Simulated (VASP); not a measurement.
Wanted: the native input for a VASP 6.6.1 run.

```
Task                   : single point
Functional             : PBE
Potentials or basis    : VASP PAW PBE potentials, release 64 (B, Bi_d, Te)
Cutoff                 : 520 eV
k mesh                 : 12 × 12 × 4
Occupations            : gaussian, width 0.1 eV
Spin                   : no spin polarisation
Dipole correction      : no
Further INCAR settings : ALGO = Normal; EDIFF = 1e-06; NBANDS = 26
```

The structure of BiBTe3 lies in POSCAR:

```
BiBTe3
1.0
    3.3966535604      0.0000000000      0.0000000000
    0.0000000000      3.3966535604      0.0000000000
    0.0000000000      0.0000000000     13.0895615387
B Bi Te
1 1 3
Direct
    0.5000000000      0.5000000000      0.5000000000
    0.0000000000      0.0000000000      0.5000000000
    0.0000000000      0.0000000000      0.7694929427
    0.0000000000      0.0000000000      0.2305070573
    0.0000000000      0.0000000000      0.0000000000
```

These files were run (other wordings do the same):

INCAR

```
PREC     = Accurate       # precision mode
ENCUT    = 520            # plane-wave cutoff, eV
EDIFF    = 1E-6           # SCF threshold, eV
ISMEAR   = 0              # smearing method
SIGMA    = 0.1            # smearing width, eV
LREAL    = False          # projectors in reciprocal space
LASPH    = True           # aspherical terms in the spheres
NELM     = 60             # most SCF steps
ALGO     = Normal         # electronic algorithm
ISIF     = 2              # what is computed and relaxed
LWAVE    = False          # write WAVECAR
LCHARG   = False          # write CHGCAR
GGA      = PE             # functional
NBANDS   = 26             # bands
```

KPOINTS

```
regular mesh
0
Gamma
  12 12 4
```

Potentials or basis: VASP PAW PBE potentials, release 64 (B, Bi_d, Te).

Run with:

```console
$ cat potpaw_PBE.64/B/POTCAR potpaw_PBE.64/Bi_d/POTCAR potpaw_PBE.64/Te/POTCAR > POTCAR
$ mpirun -np 1 vasp_std > vasp.out
```

Results of the run:

| Quantity | Value |
| --- | --- |
| Pressure | 0.0 GPa |
| Band gap on the k mesh | zero (band 18 reaches 7.01 eV, above the bottom of band 19 at 3.08 eV) |

Caveat: spin-orbit coupling is left out, which moves the levels of the heavy elements.

Run time: 2.6 min on 1 thread of Intel(R) Xeon(R) 6975P-C (Granite Rapids) (shared host), peak memory 0.47 GiB.
